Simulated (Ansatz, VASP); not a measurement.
# TiO: VASP beside Ansatz

```
Ti O
1.0
     4.03351    0.00000    0.00000
     0.00000    4.03351    0.00000
     0.00000    0.00000    4.03351
Ti O
3 3
Direct
  0.50000 0.50000 0.00000
  0.00000 0.50000 0.50000
  0.50000 0.00000 0.50000
  0.00000 0.50000 0.00000
  0.50000 0.00000 0.00000
  0.00000 0.00000 0.50000
```

Alike in both runs: functional PBEsol; k mesh 10 × 10 × 10; occupations gaussian, width 0.1 eV; collinear spin.

Ansatz relaxed the structure, and its values are those at the end. VASP's run is a single point on that final structure, the one shown.

|  | VASP | Ansatz |
| --- | --- | --- |
| version | VASP 6.6.1 | Ansatz 0.2.0 |
| potentials or method | VASP PAW PBE potentials, release 64 (Ti_sv, O), cutoff 520 eV | scalar-relativistic, plane waves, PAW |
| valence electrons in the cell | 54 | 54 |

Ansatz gave:

| Quantity | Value |
| --- | --- |
| gap on the k mesh at the Fermi level (eV) | none |
| pressure (GPa) | 0.0 |
| net moment per atom (μB) | 0.00 |

Question: Estimate VASP's values.

Answer: gap on the k mesh at the Fermi level (eV): none; pressure (GPa): 0.5; net moment per atom (μB): 0.00.

VASP's potentials were made for PBE, not for PBEsol. A gap of «none» marks a metal or a gap that the smearing closes. With one functional, cell and mesh, what is left measures potentials, basis and numerics. Ansatz's warnings: seeded moment not kept.
